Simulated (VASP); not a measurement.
# TaN (P-6m2) in VASP: a series of runs, part 2 of 2

VASP 6.6.1. Earlier steps stand in the parts before.

### Step 3. Electric field gradients, PBE (zz strain of +2 %)

INCAR

```
SYSTEM = TaN
ALGO = Normal
EDIFF = 1E-8
ENCUT = 520
GGA = PE
ISIF = 2
ISMEAR = -1
LASPH = .TRUE.
LCHARG = .FALSE.
LEFG = .TRUE.
LREAL = .FALSE.
LWAVE = .FALSE.
NBANDS = 15
NELM = 80
PREC = Accurate
SIGMA = 0.02
```

KPOINTS

```
k-points
0
G
  12 12 10
  0 0 0
```

POSCAR

```
TaN
1.0
    2.9379988584      0.0000000000      0.0000000000
   -1.4689994292      2.5443816477      0.0000000000
    0.0000000000      0.0000000000      2.9406600000
Ta N
1 1
Direct
    0.3333333333      0.6666666667      0.5000000000
    0.0000000000      0.0000000000      0.0000000000
```

Potentials or basis: VASP PAW PBE potentials, release 64 (Ta_pv, N).

On the command line:

```sh
cat potpaw_PBE.64/Ta_pv/POTCAR potpaw_PBE.64/N/POTCAR > POTCAR
mpirun -np 1 vasp_std > vasp.out
```

OUTCAR:

```text
SYSTEM = TaN
   EDIFF = 1E-8
   ENCUT = 520
   GGA = PE
   ISIF = 2
   ISMEAR = -1
   LASPH = .TRUE.
   LREAL = .FALSE.
   NELM = 80
   PREC = Accurate

 ion  position               nearest neighbor table
   1  0.333  0.667  0.500-   2 2.24   2 2.24   2 2.24   2 2.24   2 2.24   2 2.24
   2  0.000  0.000  0.000-   1 2.24   1 2.24   1 2.24   1 2.24   1 2.24   1 2.24

  LATTYP: Found a hexagonal cell.
 ALAT       =     2.9379988584
 C/A-ratio  =     1.0009057667

  Lattice vectors:

 A1 = (   2.9379988584,   0.0000000000,   0.0000000000)
 A2 = (  -1.4689994292,   2.5443816477,   0.0000000000)
 A3 = (   0.0000000000,   0.0000000000,   2.9406600000)

Analysis of symmetry for initial positions (statically):
=====================================================================
 Subroutine PRICEL returns:
 Original cell was already a primitive cell.

 Routine SETGRP: Setting up the symmetry group for a
 hexagonal supercell.

 Subroutine GETGRP returns: Found 12 space group operations
 (whereof 12 operations were pure point group operations)
 out of a pool of 24 trial point group operations.

The static configuration has the point symmetry D_3h.

Analysis of symmetry for dynamics (positions and initial velocities):
=====================================================================
 Subroutine PRICEL returns:
 Original cell was already a primitive cell.

 Routine SETGRP: Setting up the symmetry group for a
 hexagonal supercell.

 Subroutine GETGRP returns: Found 12 space group operations
 (whereof 12 operations were pure point group operations)
 out of a pool of 24 trial point group operations.

The dynamic configuration has the point symmetry D_3h.

 Subroutine INISYM returns: Found 12 space group operations
 (whereof 12 operations are pure point group operations),
 and found     1 'primitive' translations

----------------------------------------------------------------------------------------

                                     Primitive cell

  volume of cell :      21.9826

  direct lattice vectors                    reciprocal lattice vectors
     2.937998858  0.000000000  0.000000000     0.340367729  0.196511400  0.000000000
    -1.468999429  2.544381648  0.000000000     0.000000000  0.393022800  0.000000000
     0.000000000  0.000000000  2.940660000     0.000000000  0.000000000  0.340059714

  length of vectors
     2.937998858  2.937998858  2.940660000     0.393022800  0.393022800  0.340059714

  position of ions in fractional coordinates (direct lattice)
     0.333333333  0.666666667  0.500000000
     0.000000000  0.000000000  0.000000000

  ion indices of the primitive-cell ions
   primitive index   ion index
                 1           1
                 2           2

----------------------------------------------------------------------------------------

 KPOINTS: k-points

Automatic generation of k-mesh.
 Grid dimensions read from file:
 generate k-points for:   12   12   10

[... 81 lines left out ...]
   IMIX   =      4    mixing-type and parameters
     AMIX     =   0.40;   BMIX     =  1.00
     AMIX_MAG =   1.60;   BMIX_MAG =  1.00
  volume/ion in A,a.u.               =      10.99        74.17
  Fermi-wavevector in a.u.,A,eV,Ry     =   1.472613  2.782835 29.505440  2.168589
  Thomas-Fermi vector in A             =   2.587606
   LORBIT       =      0    0 simple, 1 ext, 2 COOP (PROOUT), +10 PAW based schemes
   GGA     = PE    functional components
   LHFCALC =     F    Hartree Fock is set to
   AEXX    =    0.0000 exact exchange contribution
   IVDW    =     0    specifies the selected vdW correction
   LEPSILON=     F    determine dielectric tensor
   LRPA    =     F    only Hartree local field effects (RPA)
 non-spin polarized calculation
  energy-cutoff  :      520.00
  volume of cell :       21.98
 maximum number of plane-waves:       617
 NGX is ok and might be reduce to    24
   NGX = 11   NGY = 11   NGZ = 11

 number of electron      16.0000003 magnetization

 Free energy of the ion-electron system (eV)
  ---------------------------------------------------
  ext. energy  EPLUGINS =         0.00000000
  ---------------------------------------------------
  free energy    TOTEN  =       -22.43582133 eV

  energy without entropy =      -22.43572581  energy(sigma->0) =      -22.43577357

 E-fermi :   8.1457     XC(G=0): -13.2401

 val. band max:        8.0454036838   @ k =   0.0000   0.0000   0.4000
 cond. band min:       8.1813183888   @ k =   0.0833  -0.0000   0.5000
 fundamental gap:      0.1359147050
 Fermi energy:         8.1456557899

 k-point     1 :       0.0000    0.0000    0.0000
  band No.  band energies     occupation
      1     -26.9152      2.00000
      2     -26.5903      2.00000
      3     -26.5903      2.00000
      4      -9.5616      2.00000
      5       3.7219      2.00000
      6       3.7219      2.00000
      7       3.8625      2.00000
      8       5.0255      2.00000
      9      10.2712      0.00000
     10      11.4264      0.00000
     11      11.4264      0.00000
     12      11.8983      0.00000
     13      11.8983      0.00000
     14      20.9862      0.00000
[... 401 lines left out ...]
      2     -26.8780      2.00000
      3     -26.7556      2.00000
      4      -7.8627      2.00000
      5       0.6563      2.00000
      6       2.9981      2.00000
      7       4.5592      2.00000
      8       5.3719      2.00000
      9      10.5955      0.00000
     10      10.9524      0.00000
     11      12.4195      0.00000
     12      12.9023      0.00000
     13      14.9314      0.00000
     14      21.0667      0.00000
     15      21.3445      0.00000

 [... further k-points ...]

------------------------ aborting loop because EDIFF is reached ----------------------------------------

  FORCE on cell =-STRESS in cart. coord.  units (eV):
  Direction    XX          YY          ZZ          XY          YZ          ZX
  --------------------------------------------------------------------------------------
  -------------------------------------------------------------------------------------
  Total        0.2765854      0.2765854     -1.3319773      0.0000000     -0.0000000      0.0000000
  in kB       20.1586339     20.1586339    -97.0797620      0.0000000     -0.0000000      0.0000000
  external PRESSURE =     -18.9208314 kB  Pullay stress =       0.0000000 kB

 VOLUME and BASIS-vectors are now :
 -----------------------------------------------------------------------------
  energy-cutoff  :      520.00
  volume of cell :       21.98
      direct lattice vectors                 reciprocal lattice vectors
     2.937998858  0.000000000  0.000000000     0.340367729  0.196511400  0.000000000
    -1.468999429  2.544381648  0.000000000     0.000000000  0.393022800  0.000000000
     0.000000000  0.000000000  2.940660000     0.000000000  0.000000000  0.340059714

 POSITION                                       TOTAL-FORCE (eV/Angst)
 -----------------------------------------------------------------------------------
     -0.00000      1.69625      1.47033        -0.000000     -0.000000      0.000000
      0.00000      0.00000      0.00000         0.000000      0.000000      0.000000
 -----------------------------------------------------------------------------------
    total drift:                                0.000000     -0.000000     -0.000000

  FREE ENERGIE OF THE ION-ELECTRON SYSTEM (eV)
  ---------------------------------------------------
  free  energy   TOTEN  =       -22.4358213321 eV

  energy  without entropy=      -22.4357258076  energy(sigma->0) =      -22.43577357

 Electric field gradients (V/A^2)
---------------------------------------------------------------------
 ion       V_xx      V_yy      V_zz      V_xy      V_xz      V_yz
---------------------------------------------------------------------
   1     -17.152   -17.152    34.304     0.000     0.000    -0.000
   2      -2.241    -2.240     4.481     0.001    -0.000     0.000
---------------------------------------------------------------------

 Electric field gradients after diagonalization (V/A^2)
 (convention: |V_zz| > |V_xx| > |V_yy|)
----------------------------------------------------------------------
 ion       V_xx      V_yy      V_zz     asymmetry (V_yy - V_xx)/ V_zz
----------------------------------------------------------------------
   1     -17.152   -17.152    34.304       0.000
   2      -2.242    -2.240     4.481       0.001
----------------------------------------------------------------------

           NMR quadrupolar parameters

 Cq : quadrupolar parameter    Cq=e*Q*V_zz/h
 eta: asymmetry parameters     (V_yy - V_xx)/ V_zz
 Q  : nuclear electric quadrupole moment in mb (millibarn)
----------------------------------------------------------------------
 ion       Cq(MHz)       eta       Q (mb)
----------------------------------------------------------------------
   1       0.083       0.000       1.000
   2       0.011       0.001       1.000
----------------------------------------------------------------------
```

stdout:

```text
POSCAR found type information on POSCAR TaN
 POSCAR found :  2 types and       2 ions
 scaLAPACK will be used
 LDA part: xc-table for (Slater+PW92), standard interpolation
 POSCAR, INCAR and KPOINTS ok, starting setup
 FFT: planning ... GRIDC
 FFT: planning ... GRID_SOFT
 FFT: planning ... GRID
 WAVECAR not read
 entering main loop
ion   1

ion   2
```

It took 51 s on 1 thread of Intel Xeon Platinum 8259CL at 2.50GHz (Skylake/Cascade Lake), shared host; peak memory 0.16 GiB.

What came out:

```
Free energy            : -22.4358 eV
Pressure               : -1.9 GPa
Band gap on the k mesh : zero (band 8 reaches 8.30 eV, above the bottom of band 9 at 7.94 eV)
```

Stress tensor (GPa, compression positive):
```
 2.02  0.00  0.00
 0.00  2.02  0.00
 0.00  0.00 -9.71
```

Electric field gradients, principal values (V/Å²):
| atom | least | middle | greatest (by size) |
| --- | --- | --- | --- |
| 1 Ta | -17.152 | -17.152 | 34.304 |
| 2 N | -2.240 | -2.242 | 4.481 |

Caveat: the cell differs from its parent crystal (zz strain of +2 %); without QUAD_EFG the Cq values of the log hold for a quadrupole moment of 1 mb, not for the nuclei; spin-orbit coupling is left out, which moves the levels of the heavy elements.
